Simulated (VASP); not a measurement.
# AlN (F-43m) in VASP: settings compared, part 3 of 3

VASP 6.6.1. Earlier steps stand in the parts before.

## 4. Dielectric tensor, r2SCAN

This run uses another cell than the first one, of 10.43 Å³/atom.

The input, INCAR:

```
PREC = Accurate
ENCUT = 520
EDIFF = 1E-8
ISMEAR = 0
SIGMA = 0.01
LREAL = F
LASPH = T
NELM = 80
ALGO = Normal
ISIF = 2
LWAVE = F
LCHARG = F
METAGGA = R2SCAN
LMIXTAU = T
LCALCEPS = T
```

The input, KPOINTS:

```
Automatic mesh
0
Gamma
  8 8 8
```

The input, POSCAR:

```
AlN
1.0
    0.0000000000      2.1848764127      2.1848764127
    2.1848764127      0.0000000000      2.1848764127
    2.1848764127      2.1848764127      0.0000000000
Al N
1 1
Direct
    0.0000000000      0.0000000000      0.0000000000
    0.2500000000      0.2500000000      0.2500000000
```

Potentials or basis: VASP PAW PBE potentials, release 64 (Al, N).

Launch:

```console
$ cat potpaw_PBE.64/Al/POTCAR potpaw_PBE.64/N/POTCAR > POTCAR
$ mpirun -np 1 vasp_std > vasp.out
```

OUTCAR:

```text
PREC = Accurate
   ENCUT = 520
   EDIFF = 1E-8
   ISMEAR = 0
   LREAL = F
   LASPH = T
   NELM = 80
   ISIF = 2
   METAGGA = R2SCAN

 ion  position               nearest neighbor table
   1  0.000  0.000  0.000-   2 1.89   2 1.89   2 1.89   2 1.89
   2  0.250  0.250  0.250-   1 1.89   1 1.89   1 1.89   1 1.89

  LATTYP: Found a face centered cubic cell.
 ALAT       =     4.3697528254

  Lattice vectors:

 A1 = (   0.0000000000,   2.1848764127,   2.1848764127)
 A2 = (   2.1848764127,   0.0000000000,   2.1848764127)
 A3 = (   2.1848764127,   2.1848764127,   0.0000000000)

Analysis of symmetry for initial positions (statically):
=====================================================================
 Subroutine PRICEL returns:
 Original cell was already a primitive cell.

 Routine SETGRP: Setting up the symmetry group for a
 face centered cubic supercell.

 Subroutine GETGRP returns: Found 24 space group operations
 (whereof 24 operations were pure point group operations)
 out of a pool of 48 trial point group operations.

The static configuration has the point symmetry T_d .

Analysis of symmetry for dynamics (positions and initial velocities):
=====================================================================
 Subroutine PRICEL returns:
 Original cell was already a primitive cell.

 Routine SETGRP: Setting up the symmetry group for a
 face centered cubic supercell.

 Subroutine GETGRP returns: Found 24 space group operations
 (whereof 24 operations were pure point group operations)
 out of a pool of 48 trial point group operations.

The dynamic configuration has the point symmetry T_d .

 Subroutine INISYM returns: Found 24 space group operations
 (whereof 24 operations are pure point group operations),
 and found     1 'primitive' translations

----------------------------------------------------------------------------------------

                                     Primitive cell

  volume of cell :      20.8598

  direct lattice vectors                    reciprocal lattice vectors
     0.000000000  2.184876413  2.184876413    -0.228845896  0.228845896  0.228845896
     2.184876413  0.000000000  2.184876413     0.228845896 -0.228845896  0.228845896
     2.184876413  2.184876413  0.000000000     0.228845896  0.228845896 -0.228845896

  length of vectors
     3.089881855  3.089881855  3.089881855     0.396372719  0.396372719  0.396372719

  position of ions in fractional coordinates (direct lattice)
     0.000000000  0.000000000  0.000000000
     0.250000000  0.250000000  0.250000000

  ion indices of the primitive-cell ions
   primitive index   ion index
                 1           1
                 2           2

----------------------------------------------------------------------------------------

 KPOINTS: Automatic mesh

Automatic generation of k-mesh.
[... 77 lines left out ...]
   NELECT =       8.0000    total number of electrons
   NUPDOWN=      -1.0000    fix difference up-down
   EMIN   =  10.00;   EMAX   =-10.00  energy-range for DOS
   EFERMI =   0.00;   METHOD = LEGACY
   ISMEAR =     0;   SIGMA  =   0.01  broadening in eV -4-tet -1-fermi 0-gaus
   EFERMI_NEDOS =   21; number of points for ismear=-14 and -15
   IALGO  =     38    algorithm
   IMIX   =      4    mixing-type and parameters
     AMIX     =   0.40;   BMIX     =  1.00
     AMIX_MAG =   1.60;   BMIX_MAG =  1.00
  volume/ion in A,a.u.               =      10.43        70.38
  Fermi-wavevector in a.u.,A,eV,Ry     =   1.189418  2.247675 19.248378  1.414716
  Thomas-Fermi vector in A             =   2.325526
   LORBIT       =      0    0 simple, 1 ext, 2 COOP (PROOUT), +10 PAW based schemes
   METAGGA = R2SCAN    functional components
   LHFCALC =     F    Hartree Fock is set to
   AEXX    =    0.0000 exact exchange contribution
   IVDW    =     0    specifies the selected vdW correction
   LEPSILON=     F    determine dielectric tensor
   LRPA    =     F    only Hartree local field effects (RPA)
   LRPA       =     F
 non-spin polarized calculation
 Gauss-broadening in eV      SIGMA  =   0.01
  energy-cutoff  :      520.00
  volume of cell :       20.86
 maximum number of plane-waves:       588
   NGX = 11   NGY = 11   NGZ = 11

 number of electron       8.0000000 magnetization

 Free energy of the ion-electron system (eV)
  ---------------------------------------------------
  ext. energy  EPLUGINS =         0.00000000
  ---------------------------------------------------
  free energy    TOTEN  =       -19.17963508 eV

  energy without entropy =      -19.17963508  energy(sigma->0) =      -19.17963508

 E-fermi :   5.7331     XC(G=0): -11.4129

 val. band max:        5.6819547599   @ k =   0.0000   0.0000   0.0000
 cond. band min:   10000.0000000000   @ k =   0.0000   0.0000   0.0000
 fundamental gap:   9994.3180452401
 Fermi energy:         5.7330926987

 k-point     1 :       0.0000    0.0000    0.0000
  band No.  band energies     occupation
      1     -10.0528      2.00000
      2       5.6817      2.00000
      3       5.6819      2.00000
      4       5.6820      2.00000
      5   10000.0000      0.00000
      6   10000.0000      0.00000
      7   10000.0000      0.00000
      8   10000.0000      0.00000
[... 243 lines left out ...]
 k-point    24 :      -0.3750    0.2500    0.1250
  band No.  band energies     occupation
      1      -7.7277      2.00000
      2       0.5169      2.00000
      3       3.4449      2.00000
      4       4.5595      2.00000
      5   10000.0000      0.00000
      6   10000.0000      0.00000
      7   10000.0000      0.00000
      8   10000.0000      0.00000

 [... further k-points ...]

------------------------ aborting loop because EDIFF is reached ----------------------------------------

            Ionic dipole moment: p[ion]=(     5.46219     5.46219     5.46219 ) |e| Angst

 Total electronic dipole moment: p[elc]=(     0.00015     0.00015     0.00389 ) |e| Angst

 MACROSCOPIC STATIC DIELECTRIC TENSOR (including local field effects)
 ------------------------------------------------------
           4.242639    -0.000000     0.000000
           0.000000     4.242639    -0.000000
          -0.000000     0.000000     4.242639
 ------------------------------------------------------

 PIEZOELECTRIC TENSOR (including local field effects) (e Angst)
          XX          YY          ZZ          XY          YZ          ZX
  --------------------------------------------------------------------------------
  x    -0.00000     0.00000     0.00000     0.00000    -0.77392     0.00000
  y    -0.00000     0.00000    -0.00000     0.00000     0.00000    -0.77392
  z    -0.00000    -0.00000    -0.00000    -0.77392     0.00000     0.00000

 PIEZOELECTRIC TENSOR (including local field effects) (C/m^2)
          XX          YY          ZZ          XY          YZ          ZX
  --------------------------------------------------------------------------------
  x    -0.00000     0.00000     0.00000     0.00000    -0.59442     0.00000
  y    -0.00000     0.00000    -0.00000     0.00000     0.00000    -0.59442
  z    -0.00000    -0.00000    -0.00000    -0.59442     0.00000     0.00000

 BORN EFFECTIVE CHARGES (including local field effects) (in |e|, cummulative output)
 ---------------------------------------------------------------------------------
 ion    1
    1     2.51819     0.00000     0.00000
    2     0.00000     2.51819     0.00000
    3     0.00000    -0.00000     2.51819
 ion    2
    1    -2.51819     0.00000    -0.00000
    2    -0.00000    -2.51819     0.00000
    3     0.00000    -0.00000    -2.51819

  FORCE on cell =-STRESS in cart. coord.  units (eV):
  Direction    XX          YY          ZZ          XY          YZ          ZX
  --------------------------------------------------------------------------------------
  -------------------------------------------------------------------------------------
  Total       -0.0505186     -0.0505186     -0.0505186      0.0000000      0.0000000     -0.0000000
  in kB       -3.8801758     -3.8801758     -3.8801758      0.0000000      0.0000000     -0.0000000
  external PRESSURE =      -3.8801758 kB  Pullay stress =       0.0000000 kB

 VOLUME and BASIS-vectors are now :
 -----------------------------------------------------------------------------
  energy-cutoff  :      520.00
  volume of cell :       20.86
      direct lattice vectors                 reciprocal lattice vectors
     0.000000000  2.184876413  2.184876413    -0.228845896  0.228845896  0.228845896
     2.184876413  0.000000000  2.184876413     0.228845896 -0.228845896  0.228845896
     2.184876413  2.184876413  0.000000000     0.228845896  0.228845896 -0.228845896

 POSITION                                       TOTAL-FORCE (eV/Angst)
 -----------------------------------------------------------------------------------
      0.00000      0.00000      0.00000         0.000000     -0.000000      0.000000
      1.09244      1.09244      1.09244        -0.000000      0.000000     -0.000000
 -----------------------------------------------------------------------------------
    total drift:                               -0.000000     -0.000000     -0.000000

  FREE ENERGIE OF THE ION-ELECTRON SYSTEM (eV)
  ---------------------------------------------------
  free  energy   TOTEN  =       -19.1796350838 eV

  energy  without entropy=      -19.1796350838  energy(sigma->0) =      -19.17963508
```

stdout:

```text
POSCAR found type information on POSCAR AlN
 POSCAR found :  2 types and       2 ions
 scaLAPACK will be used
 -----------------------------------------------------------------------------
|                                                                             |
[... 93 lines left out ...]
 p_tot=(  0.546E+01  0.546E+01  0.547E+01 )
dp_tot=(  0.290E-07 -0.129E-08  0.373E-02 )  diag[e(oo)]=(    ---      ---    4.23973 )
 p_tot=(  0.546E+01  0.546E+01  0.547E+01 )
dp_tot=(  0.260E-07 -0.424E-08  0.374E-02 )  diag[e(oo)]=(    ---      ---    4.24252 )
 final diagonalization full
 p_tot=(  0.546E+01  0.546E+01  0.547E+01 )
dp_tot=(  0.241E-07 -0.607E-08  0.374E-02 )  diag[e(oo)]=(    ---      ---    4.24260 )
```

Run time: 7.6 min. Hardware: 1 thread of Intel Xeon Platinum 8488C (Sapphire Rapids), shared host; peak memory 0.24 GiB.

What came out:

```yaml
Band_gap_on_the_k_mesh: 3.93 eV (least direct gap 4.88 eV)
Electronic_dielectric_tensor_diagonal: 4.24
Born_charges_mean_of_the_diagonal: Al +2.52; N -2.52 e
```

Electronic dielectric tensor:
```
4.24 0.00 0.00
0.00 4.24 0.00
0.00 0.00 4.24
```

Born effective charge tensors (e):
atom 1, Al
```
2.52 0.00 0.00
0.00 2.52 0.00
0.00 0.00 2.52
```
atom 2, N
```
-2.52  0.00  0.00
 0.00 -2.52  0.00
 0.00  0.00 -2.52
```

Dipole moments of the cell (e·Å, modulo the quantum): ionic 5.462, 5.462, 5.462; electronic 0.000, 0.000, 0.004

Caveat: the PAW data sets were made with another functional, which shifts forces and pressure a little. A k mesh can miss the band edges.

## 5. Overview

| task | level | cell | gap on the mesh (eV) |
| --- | --- | --- | --- |
| vibrations by perturbation theory | PBEsol | a = 3.095 Å, angles 60.0°, 2 atoms | - |
| dielectric tensor | PBE | a = 3.090 Å, angles 60.0°, 2 atoms | 3.32 |
| dielectric tensor | r2SCAN | a = 3.090 Å, angles 60.0°, 2 atoms | 3.93 |

Alike in all rows: potentials or basis VASP PAW PBE potentials, release 64 (Al, N); no spin polarisation; k mesh 8 × 8 × 8; cutoff (eV) 520; smearing gaussian 0.01 eV.

Caveats: the PAW data sets were made with another functional, which shifts forces and pressure a little (at least some runs).

Total energies depend on the potentials used, so only differences within one code and one set of settings carry meaning.
